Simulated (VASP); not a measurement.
# CsSnI3 (Pm-3m) in VASP: single point with PBEsol

Aim: the single point of CsSnI3 with PBEsol.

Program: VASP 6.6.1. These are calculated values, not measurements. Logs are shortened: lines on timing, memory, paths and dates and some standing lists are left out, and cuts for length are marked.

### Step 1. The cell of the first run

The structure is cubic, space group Pm-3m (No. 221). The conventional cell has a = 6.157 Å, b = 6.157 Å, c = 6.157 Å, α = 90.00°, β = 90.00°, γ = 90.00°. Cs (site symmetry m-3m) has 12 I at 4.35 Å and 8 Sn at 5.33 Å within 5.7 Å. Sn (site symmetry m-3m) has 6 I at 3.08 Å within 4.1 Å. I (site symmetry 4/mmm) has 2 Sn at 3.08 Å within 4.1 Å.

### Step 2. Single point, PBEsol

File INCAR:

```
SYSTEM = CsSnI3
PREC = Accurate ; ENCUT = 520
EDIFF = 1E-6 ; ISMEAR = -1
SIGMA = 0.05 ; LREAL = Auto
LASPH = .True. ; NELM = 80
ALGO = Normal ; ISIF = 2
LWAVE = .False. ; LCHARG = .False.
GGA = PS ; NBANDS = 202
```

File KPOINTS:

```
regular mesh
0
Gamma
  1 1 1
  0 0 0
```

File POSCAR:

```
CsSnI3
1.0
   12.3144620000      0.0000000000      0.0000000000
    0.0000000000     12.3144620000      0.0000000000
    0.0000000000      0.0000000000     12.3144620000
Cs Sn I
8 8 24
Direct
    0.0000000000      0.0000000000      0.0000000000
    0.0000000000      0.0000000000      0.5000000000
    0.0000000000      0.5000000000      0.0000000000
    0.0000000000      0.5000000000      0.5000000000
    0.5000000000      0.0000000000      0.0000000000
    0.5000000000      0.0000000000      0.5000000000
    0.5000000000      0.5000000000      0.0000000000
    0.5000000000      0.5000000000      0.5000000000
    0.2500000000      0.2500000000      0.2500000000
    0.2500000000      0.2500000000      0.7500000000
    0.2500000000      0.7500000000      0.2500000000
    0.2500000000      0.7500000000      0.7500000000
    0.7500000000      0.2500000000      0.2500000000
    0.7500000000      0.2500000000      0.7500000000
    0.7500000000      0.7500000000      0.2500000000
    0.7500000000      0.7500000000      0.7500000000
    0.2500000000      0.2500000000      0.0000000000
    0.2500000000      0.2500000000      0.5000000000
    0.2500000000      0.7500000000      0.0000000000
    0.2500000000      0.7500000000      0.5000000000
    0.7500000000      0.2500000000      0.0000000000
    0.7500000000      0.2500000000      0.5000000000
    0.7500000000      0.7500000000      0.0000000000
    0.7500000000      0.7500000000      0.5000000000
    0.0000000000      0.2500000000      0.2500000000
    0.0000000000      0.2500000000      0.7500000000
    0.0000000000      0.7500000000      0.2500000000
    0.0000000000      0.7500000000      0.7500000000
    0.5000000000      0.2500000000      0.2500000000
    0.5000000000      0.2500000000      0.7500000000
    0.5000000000      0.7500000000      0.2500000000
    0.5000000000      0.7500000000      0.7500000000
    0.2500000000      0.0000000000      0.2500000000
    0.2500000000      0.0000000000      0.7500000000
    0.2500000000      0.5000000000      0.2500000000
    0.2500000000      0.5000000000      0.7500000000
    0.7500000000      0.0000000000      0.2500000000
    0.7500000000      0.0000000000      0.7500000000
    0.7500000000      0.5000000000      0.2500000000
    0.7500000000      0.5000000000      0.7500000000
```

Potentials or basis: VASP PAW PBE potentials, release 64 (Cs_sv, Sn_d, I).

Launch:

```
cat potpaw_PBE.64/Cs_sv/POTCAR potpaw_PBE.64/Sn_d/POTCAR potpaw_PBE.64/I/POTCAR > POTCAR
mpirun -np 1 vasp_gam > vasp.out
```

OUTCAR:

```text
SYSTEM = CsSnI3
   PREC = Accurate
   ENCUT = 520
   EDIFF = 1E-6
   ISMEAR = -1
   LREAL = Auto
   LASPH = .True.
   NELM = 80
   ISIF = 2
   GGA = PS

 ion  position               nearest neighbor table
   1  0.000  0.000  0.000-
   2  0.000  0.000  0.500-
   3  0.000  0.500  0.000-
   4  0.000  0.500  0.500-
   5  0.500  0.000  0.000-
   6  0.500  0.000  0.500-
   7  0.500  0.500  0.000-
   8  0.500  0.500  0.500-
   9  0.250  0.250  0.250-  17 3.08  18 3.08  25 3.08  29 3.08  33 3.08  35 3.08
  10  0.250  0.250  0.750-  17 3.08  18 3.08  26 3.08  30 3.08  34 3.08  36 3.08
  11  0.250  0.750  0.250-  19 3.08  20 3.08  27 3.08  31 3.08  33 3.08  35 3.08
  12  0.250  0.750  0.750-  19 3.08  20 3.08  28 3.08  32 3.08  34 3.08  36 3.08
  13  0.750  0.250  0.250-  21 3.08  22 3.08  25 3.08  29 3.08  37 3.08  39 3.08
  14  0.750  0.250  0.750-  21 3.08  22 3.08  26 3.08  30 3.08  38 3.08  40 3.08
  15  0.750  0.750  0.250-  23 3.08  24 3.08  27 3.08  31 3.08  37 3.08  39 3.08
  16  0.750  0.750  0.750-  23 3.08  24 3.08  28 3.08  32 3.08  38 3.08  40 3.08
  17  0.250  0.250  0.000-   9 3.08  10 3.08
  18  0.250  0.250  0.500-   9 3.08  10 3.08
  19  0.250  0.750  0.000-  11 3.08  12 3.08
  20  0.250  0.750  0.500-  11 3.08  12 3.08
  21  0.750  0.250  0.000-  13 3.08  14 3.08
  22  0.750  0.250  0.500-  13 3.08  14 3.08
[... 16 lines left out ...]
  39  0.750  0.500  0.250-  13 3.08  15 3.08
  40  0.750  0.500  0.750-  14 3.08  16 3.08

  LATTYP: Found a simple cubic cell.
 ALAT       =    12.3144620000

  Lattice vectors:

 A1 = (  12.3144620000,   0.0000000000,   0.0000000000)
 A2 = (   0.0000000000,  12.3144620000,   0.0000000000)
 A3 = (   0.0000000000,   0.0000000000,  12.3144620000)

Analysis of symmetry for initial positions (statically):
=====================================================================
 Subroutine PRICEL returns following result:

  LATTYP: Found a simple cubic cell.
 ALAT       =     6.1572310000

  Lattice vectors:

 A1 = (   6.1572310000,   0.0000000000,   0.0000000000)
 A2 = (   0.0000000000,   6.1572310000,   0.0000000000)
 A3 = (   0.0000000000,   0.0000000000,   6.1572310000)

   8 primitive cells build up your supercell.

 Routine SETGRP: Setting up the symmetry group for a
 simple cubic supercell.

 Subroutine GETGRP returns: Found 48 space group operations
 (whereof 48 operations were pure point group operations)
 out of a pool of 48 trial point group operations.

The static configuration has the point symmetry O_h .

Analysis of symmetry for dynamics (positions and initial velocities):
=====================================================================
 Subroutine PRICEL returns following result:

  LATTYP: Found a simple cubic cell.
 ALAT       =     6.1572310000

  Lattice vectors:

 A1 = (   6.1572310000,   0.0000000000,   0.0000000000)
 A2 = (   0.0000000000,   6.1572310000,   0.0000000000)
 A3 = (   0.0000000000,   0.0000000000,   6.1572310000)

   8 primitive cells build up your supercell.

 Routine SETGRP: Setting up the symmetry group for a
 simple cubic supercell.

 Subroutine GETGRP returns: Found 48 space group operations
 (whereof 48 operations were pure point group operations)
 out of a pool of 48 trial point group operations.

The dynamic configuration has the point symmetry O_h .

 Subroutine INISYM returns: Found 48 space group operations
 (whereof 48 operations are pure point group operations),
 and found     8 'primitive' translations

----------------------------------------------------------------------------------------

                                     Primitive cell

  volume of cell :     233.4298

  direct lattice vectors                    reciprocal lattice vectors
     6.157231000  0.000000000  0.000000000     0.162410668  0.000000000  0.000000000
     0.000000000  6.157231000  0.000000000     0.000000000  0.162410668  0.000000000
     0.000000000  0.000000000  6.157231000     0.000000000  0.000000000  0.162410668

  length of vectors
     6.157231000  6.157231000  6.157231000     0.162410668  0.162410668  0.162410668

  position of ions in fractional coordinates (direct lattice)
     0.000000000  0.000000000  0.000000000
     0.500000000  0.500000000  0.500000000
     0.500000000  0.500000000  0.000000000
     0.000000000  0.500000000  0.500000000
     0.500000000  0.000000000  0.500000000

  ion indices of the primitive-cell ions
   primitive index   ion index
                 1           1
                 2           9
                 3          17
                 4          25
                 5          33

----------------------------------------------------------------------------------------

 KPOINTS: regular mesh

Automatic generation of k-mesh.
 Grid dimensions read from file:
 generate k-points for:    1    1    1

 Generating k-lattice:

  Cartesian coordinates                     Fractional coordinates (reciprocal lattice)
     0.081205334  0.000000000  0.000000000     1.000000000  0.000000000  0.000000000
     0.000000000  0.081205334  0.000000000     0.000000000  1.000000000  0.000000000
     0.000000000  0.000000000  0.081205334     0.000000000  0.000000000  1.000000000

  Length of vectors
     0.081205334  0.081205334  0.081205334

  Shift w.r.t. Gamma in fractional coordinates (k-lattice)
     0.000000000  0.000000000  0.000000000

 Subroutine IBZKPT returns following result:
 ===========================================

 Found      1 irreducible k-points:

 Following reciprocal coordinates:
            Coordinates               Weight
  0.000000  0.000000  0.000000      1.000000
   k-points           NKPTS =      1   k-points in BZ     NKDIM =      1   number of bands    NBANDS=    202
   number of dos      NEDOS =    301   number of ions     NIONS =     40
   total plane-waves  NPLWV = 884736
   dimension x,y,z NGX =    96 NGY =   96 NGZ =   96
   dimension x,y,z NGXF=   192 NGYF=  192 NGZF=  192
   ions per type =               8   8  24
   NGX,Y,Z   is equivalent  to a cutoff of  12.96, 12.96, 12.96 a.u.
   NGXF,Y,Z  is equivalent  to a cutoff of  25.92, 25.92, 25.92 a.u.
 SYSTEM =  CsSnI3
   PREC   = accura    normal or accurate (medium, high low for compatibility)
   ISTART =      0    job   : 0-new  1-cont  2-samecut
   ICHARG =      2    charge: 1-file 2-atom 10-const
   ISPIN  =      1    spin polarized calculation?
   LNONCOLLINEAR =      F non collinear calculations
   LSORBIT =      F    spin-orbit coupling
   LASPH  =      T    aspherical Exc in radial PAW
   ENCUT  =  520.0 eV  38.22 Ry    6.18 a.u.  22.90 22.90 22.90*2*pi/ulx,y,z
   NELM   =     80;   NELMIN=  2; NELMDL= -5     # of ELM steps
   EDIFF  = 0.1E-05   stopping-criterion for ELM
   LREAL  =      T    real-space projection
   EDIFFG = 0.1E-04   stopping-criterion for IOM
   NSW    =      0    number of steps for IOM
   IBRION =     -1    ionic relax: 0-MD 1-quasi-New 2-CG
   NFREE  =      0    steps in history (QN), initial steepest desc. (CG)
   ISIF   =      2    stress and relaxation
   ISYM   =      2    0-nonsym 1-usesym 2-fastsym
   POTIM  = 0.5000    time-step for ionic-motion
   TEBEG  =    0.0;   TEEND  =   0.0 temperature during run
   PSTRESS=    0.0 pullay stress
   NELECT =     352.0000    total number of electrons
   NUPDOWN=      -1.0000    fix difference up-down
   EMIN   =  10.00;   EMAX   =-10.00  energy-range for DOS
   EFERMI =   0.00;   METHOD = LEGACY
   ISMEAR =    -1;   SIGMA  =   0.05  broadening in eV -4-tet -1-fermi 0-gaus
   EFERMI_NEDOS =   21; number of points for ismear=-14 and -15
   IALGO  =     38    algorithm
   IMIX   =      4    mixing-type and parameters
     AMIX     =   0.40;   BMIX     =  1.00
     AMIX_MAG =   1.60;   BMIX_MAG =  1.00
  volume/ion in A,a.u.               =      46.69       315.05
  Fermi-wavevector in a.u.,A,eV,Ry     =   0.938657  1.773805 11.987781  0.881077
  Thomas-Fermi vector in A             =   2.065891
   LORBIT       =      0    0 simple, 1 ext, 2 COOP (PROOUT), +10 PAW based schemes
   GGA     = PS    functional components
   LHFCALC =     F    Hartree Fock is set to
   AEXX    =    0.0000 exact exchange contribution
   IVDW    =     0    specifies the selected vdW correction
   LEPSILON=     F    determine dielectric tensor
   LRPA    =     F    only Hartree local field effects (RPA)
 non-spin polarized calculation
  energy-cutoff  :      520.00
  volume of cell :     1867.44
 maximum number of plane-waves:     25151
 NGX is ok and might be reduce to    90
   NGX = 45   NGY = 45   NGZ = 45

 number of electron     351.9999999 magnetization

 Free energy of the ion-electron system (eV)
  ---------------------------------------------------
  ext. energy  EPLUGINS =         0.00000000
  ---------------------------------------------------
  free energy    TOTEN  =      -112.59094362 eV

  energy without entropy =     -112.39009607  energy(sigma->0) =     -112.49051984

 E-fermi :   3.0517     XC(G=0):  -7.7818

 val. band max:        3.0472455765   @ k =   0.0000   0.0000   0.0000
 cond. band min:       3.1348579421   @ k =   0.0000   0.0000   0.0000
 fundamental gap:      0.0876123655
 Fermi energy:         3.0516731508

 k-point     1 :       0.0000    0.0000    0.0000
  band No.  band energies     occupation
      1     -19.2863      2.00000
      2     -19.2858      2.00000
      3     -19.2858      2.00000
      4     -19.2858      2.00000
      5     -19.2854      2.00000
      6     -19.2854      2.00000
[... 180 lines left out ...]
    187       3.9425      0.00000
    188       3.9425      0.00000
 [bands above 188 left out]

------------------------ aborting loop because EDIFF is reached ----------------------------------------

  FORCE on cell =-STRESS in cart. coord.  units (eV):
  Direction    XX          YY          ZZ          XY          YZ          ZX
  --------------------------------------------------------------------------------------
  -------------------------------------------------------------------------------------
  Total       11.8593962     11.8593962     11.8593962      0.0000000      0.0000000     -0.0000000
  in kB       10.1748223     10.1748223     10.1748223      0.0000000      0.0000000     -0.0000000
  external PRESSURE =      10.1748223 kB  Pullay stress =       0.0000000 kB

 VOLUME and BASIS-vectors are now :
 -----------------------------------------------------------------------------
  energy-cutoff  :      520.00
  volume of cell :     1867.44
      direct lattice vectors                 reciprocal lattice vectors
    12.314462000  0.000000000  0.000000000     0.081205334  0.000000000  0.000000000
     0.000000000 12.314462000  0.000000000     0.000000000  0.081205334  0.000000000
     0.000000000  0.000000000 12.314462000     0.000000000  0.000000000  0.081205334

 POSITION                                       TOTAL-FORCE (eV/Angst)
 -----------------------------------------------------------------------------------
      0.00000      0.00000      0.00000        -0.000000     -0.000000     -0.000000
      0.00000      0.00000      6.15723         0.000000      0.000000     -0.000000
      0.00000      6.15723      0.00000        -0.000000     -0.000000     -0.000000
      0.00000      6.15723      6.15723         0.000000     -0.000000     -0.000000
      6.15723      0.00000      0.00000        -0.000000      0.000000     -0.000000
      6.15723      0.00000      6.15723        -0.000000     -0.000000     -0.000000
[... 32 lines left out ...]
      9.23585      6.15723      3.07862        -0.000000     -0.000000     -0.000000
      9.23585      6.15723      9.23585         0.000000      0.000000      0.000000
 -----------------------------------------------------------------------------------
    total drift:                                0.000000      0.000000      0.000000

  FREE ENERGIE OF THE ION-ELECTRON SYSTEM (eV)
  ---------------------------------------------------
  free  energy   TOTEN  =      -112.5909436177 eV

  energy  without entropy=     -112.3900960716  energy(sigma->0) =     -112.49051984
```

Run time: 11 min. Hardware: 1 thread of Intel Xeon Platinum 8259CL at 2.50GHz (Skylake/Cascade Lake), shared host; peak memory 1.7 GiB.

Results:

- Free energy: -112.5909 eV
- Pressure: 1.0 GPa

Caveat: the k points lie up to 0.51 Å⁻¹ apart; the PAW data sets were made with another functional, which shifts forces and pressure a little; spin-orbit coupling is left out, which moves the levels of the heavy elements.
